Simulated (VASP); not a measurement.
# SiC (P6_3mc) in VASP: notebook, part 2 of 2

VASP 6.6.1.

### 5 Single point, r2SCAN

Input file POSCAR:

```
SiC
1.0
    3.0755278798      0.0000000000      0.0000000000
   -1.5377639399      2.6634852739      0.0000000000
    0.0000000000      0.0000000000      5.0473895487
Si C
2 2
Direct
    0.3333333333      0.6666666667      0.0045711878
    0.6666666667      0.3333333333      0.5045711878
    0.3333333333      0.6666666667      0.3804288122
    0.6666666667      0.3333333333      0.8804288122
```

Input file INCAR.step1:

```
SYSTEM = SiC
PREC     = Accurate       ! precision mode
ENCUT    = 520            ! plane-wave cutoff, eV
ISMEAR   = -5             ! smearing method
SIGMA    = 0.1            ! smearing width, eV
LREAL    = .FALSE.        ! projectors in reciprocal space
LASPH    = .TRUE.         ! aspherical terms in the spheres
NELM     = 80             ! most SCF steps
NBANDS   = 16             ! bands
GGA      = PE             ! functional
ALGO     = Normal         ! electronic algorithm
EDIFF    = 1E-4           ! SCF threshold, eV
LWAVE    = .TRUE.         ! write WAVECAR
LCHARG   = .FALSE.        ! write CHGCAR
```

Input file INCAR.step2:

```
SYSTEM = SiC
PREC     = Accurate       ! precision mode
ENCUT    = 520            ! plane-wave cutoff, eV
EDIFF    = 1E-6           ! SCF threshold, eV
ISMEAR   = -5             ! smearing method
SIGMA    = 0.1            ! smearing width, eV
LREAL    = .FALSE.        ! projectors in reciprocal space
LASPH    = .TRUE.         ! aspherical terms in the spheres
NELM     = 80             ! most SCF steps
ALGO     = Normal         ! electronic algorithm
ISIF     = 2              ! what is computed and relaxed
LWAVE    = .FALSE.        ! write WAVECAR
LCHARG   = .FALSE.        ! write CHGCAR
METAGGA  = R2SCAN         ! meta-GGA
LMIXTAU  = .TRUE.       
NBANDS   = 16             ! bands
ISTART   = 1
```

Input file KPOINTS:

```
Automatic mesh
0
G
  8 8 6
  0 0 0
```

Started as:

```console
cat potpaw_PBE.64/Si/POTCAR potpaw_PBE.64/C/POTCAR > POTCAR
cp INCAR.step1 INCAR
mpirun -np 1 vasp_std > vasp.out
cp INCAR.step2 INCAR
mpirun -np 1 vasp_std > vasp.out
```

Run time: 34 s. Hardware: 1 thread of Intel Xeon 6975P-C (Granite Rapids), shared host; peak memory 0.16 GiB.

It converged, with:

```yaml
Free_energy: -38.6369 eV
Pressure: -0.2 GPa
Band_gap_on_the_k_mesh: 2.92 eV, indirect (least direct gap 4.48 eV)
```

Forces in eV/Å, atoms in the order of the input:
```
Si   0.000  0.000  0.002
Si   0.000  0.000  0.002
C    0.000  0.000 -0.002
C    0.000  0.000 -0.002
```

Stress tensor (GPa, compression positive):
```
-0.21  0.00  0.00
 0.00 -0.21  0.00
 0.00  0.00 -0.10
```

Levels at points of the mesh, in eV from the valence-band top:
```tsv
k point	band 6	band 7	band 8	band 9	band 10	band 11
(0.00, 0.00, 0.00)	-0.11	0.00	0.00	5.38	6.78	7.19
(0.50, 0.00, 0.00)	-3.48	-3.36	-1.26	3.23	4.67	7.47
(0.00, 0.00, 0.50)	-0.75	-0.75	-0.75	6.50	6.50	7.89
(0.50, 0.00, 0.50)	-2.56	-2.44	-2.44	3.72	3.72	5.79
```

Caveat: the PAW data sets were made with another functional, which shifts forces and pressure a little.

### 6 Relaxation of cell and atoms, PBE

This run uses another cell than the first one, of 10.44 Å³/atom, 1.010 times its volume.

Input file INCAR:

```
SYSTEM = SiC
PREC     = Accurate       ! precision mode
ENCUT    = 600            ! plane-wave cutoff, eV
EDIFF    = 1E-7           ! SCF threshold, eV
ISMEAR   = 0              ! smearing method
SIGMA    = 0.05           ! smearing width, eV
LREAL    = .False.        ! projectors in reciprocal space
LASPH    = .True.         ! aspherical terms in the spheres
NELM     = 60             ! most SCF steps
ALGO     = Normal         ! electronic algorithm
ISIF     = 3              ! what is computed and relaxed
LWAVE    = .False.        ! write WAVECAR
LCHARG   = .False.        ! write CHGCAR
GGA      = PE             ! functional
IBRION   = 2              ! ionic algorithm
NSW      = 80             ! ionic steps
EDIFFG   = -0.03          ! ionic threshold
```

Input file KPOINTS:

```
Automatic mesh
0
Gamma
  8 8 4
  0 0 0
```

Input file POSCAR:

```
SiC
1.0
    3.0862175446      0.0000000000      0.0000000000
   -1.5431087723      2.6727427953      0.0000000000
    0.0000000000      0.0000000000      5.0647708873
Si C
2 2
Direct
    0.3333333333      0.6666666667      0.0000000000
    0.6666666667      0.3333333333      0.5000000000
    0.3333333333      0.6666666667      0.3850000000
    0.6666666667      0.3333333333      0.8850000000
```

Potentials or basis: VASP PAW PBE potentials, release 64 (Si, C).

Started as:

```console
cat potpaw_PBE.64/Si/POTCAR potpaw_PBE.64/C/POTCAR > POTCAR
mpirun -np 1 vasp_std > vasp.out
```

OUTCAR:

```text
SYSTEM = SiC
   PREC = Accurate
   ENCUT = 600
   EDIFF = 1E-7
   ISMEAR = 0
   LREAL = .False.
   LASPH = .True.
   NELM = 60
   ISIF = 3
   GGA = PE
   IBRION = 2
   NSW = 80
   EDIFFG = -0.03

 ion  position               nearest neighbor table
   1  0.333  0.667  0.000-   4 1.87   4 1.87   4 1.87   3 1.95   2 3.10   2 3.10   2 3.10   2 3.10
                             2 3.10   2 3.10
   2  0.667  0.333  0.500-   3 1.87   3 1.87   3 1.87   4 1.95   1 3.10   1 3.10   1 3.10   1 3.10
                             1 3.10   1 3.10
   3  0.333  0.667  0.385-   2 1.87   2 1.87   2 1.87   1 1.95
   4  0.667  0.333  0.885-   1 1.87   1 1.87   1 1.87   2 1.95

  LATTYP: Found a hexagonal cell.
 ALAT       =     3.0862175446
 C/A-ratio  =     1.6410932846

  Lattice vectors:

 A1 = (   3.0862175446,   0.0000000000,   0.0000000000)
 A2 = (  -1.5431087723,   2.6727427953,   0.0000000000)
 A3 = (   0.0000000000,   0.0000000000,   5.0647708873)

Analysis of symmetry for initial positions (statically):
=====================================================================
 Subroutine PRICEL returns:
 Original cell was already a primitive cell.

 Routine SETGRP: Setting up the symmetry group for a
 hexagonal supercell.

 Subroutine GETGRP returns: Found 12 space group operations
 (whereof  6 operations were pure point group operations)
 out of a pool of 24 trial point group operations.

The static configuration has the point symmetry C_3v.
 The point group associated with its full space group is C_6v.

Analysis of symmetry for dynamics (positions and initial velocities):
=====================================================================
 Subroutine PRICEL returns:
 Original cell was already a primitive cell.

 Routine SETGRP: Setting up the symmetry group for a
 hexagonal supercell.

 Subroutine GETGRP returns: Found 12 space group operations
 (whereof  6 operations were pure point group operations)
 out of a pool of 24 trial point group operations.

The dynamic configuration has the point symmetry C_3v.
 The point group associated with its full space group is C_6v.

 Subroutine INISYM returns: Found 12 space group operations
 (whereof  6 operations are pure point group operations),
 and found     1 'primitive' translations

----------------------------------------------------------------------------------------

                                     Primitive cell

  volume of cell :      41.7776

  direct lattice vectors                    reciprocal lattice vectors
     3.086217545  0.000000000  0.000000000     0.324021228  0.187073743  0.000000000
    -1.543108772  2.672742795  0.000000000     0.000000000  0.374147487  0.000000000
     0.000000000  0.000000000  5.064770887     0.000000000  0.000000000  0.197442297

  length of vectors
     3.086217545  3.086217545  5.064770887     0.374147487  0.374147487  0.197442297

  position of ions in fractional coordinates (direct lattice)
     0.333333333  0.666666667  0.000000000
     0.666666667  0.333333333  0.500000000
     0.333333333  0.666666667  0.385000000
     0.666666667  0.333333333  0.885000000

  ion indices of the primitive-cell ions
   primitive index   ion index
                 1           1
                 2           2
                 3           3
                 4           4

[... 60 lines left out ...]
   NGXF,Y,Z  is equivalent  to a cutoff of  30.17, 30.17, 26.26 a.u.
 SYSTEM =  SiC
   PREC   = accura    normal or accurate (medium, high low for compatibility)
   ISTART =      0    job   : 0-new  1-cont  2-samecut
   ICHARG =      2    charge: 1-file 2-atom 10-const
   ISPIN  =      1    spin polarized calculation?
   LNONCOLLINEAR =      F non collinear calculations
   LSORBIT =      F    spin-orbit coupling
   LASPH  =      T    aspherical Exc in radial PAW
   ENCUT  =  600.0 eV  44.10 Ry    6.64 a.u.   6.16  6.16 10.12*2*pi/ulx,y,z
   NELM   =     60;   NELMIN=  2; NELMDL= -5     # of ELM steps
   EDIFF  = 0.1E-06   stopping-criterion for ELM
   LREAL  =      F    real-space projection
   EDIFFG = -.3E-01   stopping-criterion for IOM
   NSW    =     80    number of steps for IOM
   IBRION =      2    ionic relax: 0-MD 1-quasi-New 2-CG
   NFREE  =      1    steps in history (QN), initial steepest desc. (CG)
   ISIF   =      3    stress and relaxation
   ISYM   =      2    0-nonsym 1-usesym 2-fastsym
   POTIM  = 0.5000    time-step for ionic-motion
   TEBEG  =    0.0;   TEEND  =   0.0 temperature during run
   PSTRESS=    0.0 pullay stress
   NELECT =      16.0000    total number of electrons
   NUPDOWN=      -1.0000    fix difference up-down
   EMIN   =  10.00;   EMAX   =-10.00  energy-range for DOS
   EFERMI =   0.00;   METHOD = LEGACY
   ISMEAR =     0;   SIGMA  =   0.05  broadening in eV -4-tet -1-fermi 0-gaus
   EFERMI_NEDOS =   21; number of points for ismear=-14 and -15
   IALGO  =     38    algorithm
   IMIX   =      4    mixing-type and parameters
     AMIX     =   0.40;   BMIX     =  1.00
     AMIX_MAG =   1.60;   BMIX_MAG =  1.00
  volume/ion in A,a.u.               =      10.44        70.48
  Fermi-wavevector in a.u.,A,eV,Ry     =   1.188868  2.246635 19.230573  1.413407
  Thomas-Fermi vector in A             =   2.324988
   LORBIT       =      0    0 simple, 1 ext, 2 COOP (PROOUT), +10 PAW based schemes
   GGA     = PE    functional components
   LHFCALC =     F    Hartree Fock is set to
   AEXX    =    0.0000 exact exchange contribution
   IVDW    =     0    specifies the selected vdW correction
   LEPSILON=     F    determine dielectric tensor
   LRPA    =     F    only Hartree local field effects (RPA)
 conjugate gradient relaxation of ions
 non-spin polarized calculation
 Gauss-broadening in eV      SIGMA  =   0.05
  energy-cutoff  :      600.00
  volume of cell :       41.78
 maximum number of plane-waves:      1412
 NGX is ok and might be reduce to    28
   NGX = 13   NGY = 13   NGZ = 21

--------------------------------------- Ionic step        1  -------------------------------------------

 number of electron      16.0000000 magnetization

 Free energy of the ion-electron system (eV)
  ---------------------------------------------------
  ext. energy  EPLUGINS =         0.00000000
  ---------------------------------------------------
  free energy    TOTEN  =       -30.07628364 eV

  energy without entropy =      -30.07628364  energy(sigma->0) =      -30.07628364

------------------------ aborting loop because EDIFF is reached ----------------------------------------

  FORCE on cell =-STRESS in cart. coord.  units (eV):
  Direction    XX          YY          ZZ          XY          YZ          ZX
  --------------------------------------------------------------------------------------
  -------------------------------------------------------------------------------------
  Total        0.7238264      0.7238264     -0.4425506      0.0000000      0.0000000      0.0000000
  in kB       27.7588514     27.7588514    -16.9718832      0.0000000      0.0000000      0.0000000
  external PRESSURE =      12.8486066 kB  Pullay stress =       0.0000000 kB
[... 101 lines left out ...]
--------------------------------------- Ionic step        4  -------------------------------------------

 number of electron      16.0000000 magnetization

 Free energy of the ion-electron system (eV)
  ---------------------------------------------------
  ext. energy  EPLUGINS =         0.00000000
  ---------------------------------------------------
  free energy    TOTEN  =       -30.11207562 eV

  energy without entropy =      -30.11207562  energy(sigma->0) =      -30.11207562

 E-fermi :   8.3140     XC(G=0): -11.2909

 val. band max:        8.1108191789   @ k =   0.0000   0.0000   0.0000
 cond. band min:      10.6447018843   @ k =   0.3750   0.2500   0.0000
 fundamental gap:      2.5338827054
 Fermi energy:         8.3140084531

 k-point     1 :       0.0000    0.0000    0.0000
  band No.  band energies     occupation
      1      -7.3551      2.00000
      2      -3.8447      2.00000
      3      -0.5209      2.00000
      4       6.8041      2.00000
      5       6.8041      2.00000
      6       7.9822      2.00000
      7       8.1108      2.00000
      8       8.1108      2.00000
      9      12.8120      0.00000
     10      14.1565      0.00000
     11      14.6996      0.00000
     12      14.6996      0.00000
[... 331 lines left out ...]
 k-point    24 :       0.3750   -0.0000    0.5000
  band No.  band energies     occupation
      1      -4.0292      2.00000
      2      -4.0292      2.00000
      3       1.0874      2.00000
      4       1.0874      2.00000
      5       5.5026      2.00000
      6       5.5026      2.00000
      7       5.8806      2.00000
      8       5.8806      2.00000
      9      11.6596      0.00000
     10      11.6596      0.00000
     11      13.9806      0.00000
     12      13.9806      0.00000

 [... further k-points ...]
[... 5 lines left out ...]
  --------------------------------------------------------------------------------------
  -------------------------------------------------------------------------------------
  Total        0.0951752      0.0951752     -0.0094500      0.0000000     -0.0000000      0.0000000
  in kB        3.6366743      3.6366743     -0.3610856      0.0000000     -0.0000000      0.0000000
  external PRESSURE =       2.3040877 kB  Pullay stress =       0.0000000 kB
[... 19 lines left out ...]
  FREE ENERGIE OF THE ION-ELECTRON SYSTEM (eV)
  ---------------------------------------------------
  free  energy   TOTEN  =       -30.1120756178 eV

  energy  without entropy=      -30.1120756178  energy(sigma->0) =      -30.11207562

 reached required accuracy - stopping structural energy minimisation
```

It took 28 s on 1 thread of Intel Xeon 6975P-C (Granite Rapids), shared host; peak memory 0.18 GiB.

What came out:

* Free energy: -30.1121 eV
* Relaxed volume: 10.48 Å³/atom
* Relaxed cell: a = 3.089 Å, b = 3.089 Å, c = 5.074 Å, α = 90.00°, β = 90.00°, γ = 120.00°
* Space group after relaxing (to 0.05 Å): P6_3mc (No. 186)
* Energy gained by relaxing: 8.9 meV/atom
* Ionic steps: 4
* Pressure after relaxing: 0.2 GPa
* Largest force after relaxing: 0.021 eV/Å
* Band gap on the k mesh: 2.53 eV, indirect (least direct gap 3.95 eV)

Forces in eV/Å, atoms in the order of the input:
```
Si   0.000  0.000 -0.021
Si   0.000  0.000 -0.021
C    0.000  0.000  0.021
C    0.000  0.000  0.021
```

Stress tensor (GPa, compression positive):
```
 0.36  0.00  0.00
 0.00  0.36  0.00
 0.00  0.00 -0.04
```

Step by step:
```csv
step,energy change (eV),largest force (eV/Å),pressure (GPa),volume (Å³)
1,0.0000,0.7352,1.28,41.78
2,-0.0074,0.5977,-1.34,42.28
3,-0.0331,0.0688,-0.41,42.05
4,-0.0358,0.0212,0.23,41.93
```

Final structure:
```
Si C
1.0
     3.08894    0.00000    0.00000
    -1.54447    2.67510    0.00000
     0.00000    0.00000    5.07437
Si C
2 2
Direct
  0.33333 0.66667 0.00474
  0.66667 0.33333 0.50474
  0.33333 0.66667 0.38026
  0.66667 0.33333 0.88026
```

A k mesh can miss the band edges. Zero-point motion and thermal expansion aren't in these numbers.

### 7 Overview

```csv
task,level,cell,k mesh,cutoff (eV),smearing,gap on the mesh (eV),pressure (GPa)
single point,r2SCAN,"a = 3.076, b = 3.076, c = 5.047 Å, angles 90.0, 90.0, 120.0°, 4 atoms",8 × 8 × 6,520,gaussian 0.05 eV,2.92,-0.2
single point,r2SCAN+D4,"a = 3.076, b = 3.076, c = 5.047 Å, angles 90.0, 90.0, 120.0°, 4 atoms",8 × 8 × 6,520,gaussian 0.05 eV,2.92,-1.7
single point,r2SCAN,"a = 3.076, b = 3.076, c = 5.047 Å, angles 90.0, 90.0, 120.0°, 4 atoms",8 × 8 × 6,520,tetrahedron,2.92,-0.2
relaxation of cell and atoms,PBE,"relaxed from a = 3.086, b = 3.086, c = 5.065 Å, angles 90.0, 90.0, 120.0°, 4 atoms",8 × 8 × 4,600,gaussian 0.05 eV,2.53,0.2
```

Alike in all rows: potentials or basis VASP PAW PBE potentials, release 64 (Si, C); no spin polarisation.

On the cell as given the gap runs from 2.92 eV (r2SCAN) to 2.92 eV (r2SCAN+D4). The pressure there spans -1.7 GPa (r2SCAN+D4) to -0.2 GPa (r2SCAN); a positive pressure means that this level wants a larger cell, a negative one a smaller.

Caveats: the PAW data sets were made with another functional, which shifts forces and pressure a little (some runs).

Absolute energies hang on the potentials; compare differences alone.
